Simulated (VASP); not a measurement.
Input of a VASP 6.6.1 run:

File INCAR:

```
  PREC = Accurate
  ENCUT = 600
  EDIFF = 1E-7
  ISMEAR = 1
  SIGMA = 0.1
  LREAL = False
  LASPH = True
  NELM = 120
  ALGO = Normal
  ISIF = 3
  LWAVE = False
  LCHARG = False
  GGA = PE
  IBRION = 2
  NSW = 80
  EDIFFG = -0.02
  PSTRESS = 20.0
  GGA_COMPAT = False
  NELMIN = 4
```

Contents of KPOINTS:

```
regular mesh
0
Gamma
  8 8 8
```

Contents of POSCAR:

```
AlN
1.0
    0.0000000000      2.1839935600      2.1839935600
    2.1839935600      0.0000000000      2.1839935600
    2.1839935600      2.1839935600      0.0000000000
Al N
1 1
Direct
    0.0000000000      0.0000000000      0.0000000000
    0.7500000000      0.7500000000      0.7500000000
```

Potentials or basis: VASP PAW PBE potentials, release 64 (Al, N).

Run with:

```sh
$ cat potpaw_PBE.64/Al/POTCAR potpaw_PBE.64/N/POTCAR > POTCAR
$ mpirun -np 1 vasp_std > vasp.out
```

Problem. Estimate the band gap on the k mesh.

Solution. 3.31 eV, indirect (least direct gap 4.09 eV).

Problem. What does it give for the relaxed volume?

Solution. 10.54 Å³/atom.

The path:
```tsv
step	energy change (eV)	largest force (eV/Å)	pressure (GPa)	volume (Å³)
1	0.0000	0.0000	4.48	20.83
2	-0.0064	0.0000	-0.21	21.32
3	-0.0050	0.0000	2.00	21.09
```

Caveat: the cell is relaxed towards a set pressure, so the enthalpy falls and the energy may rise. As with any semilocal functional, this PBE gap is likely too small.
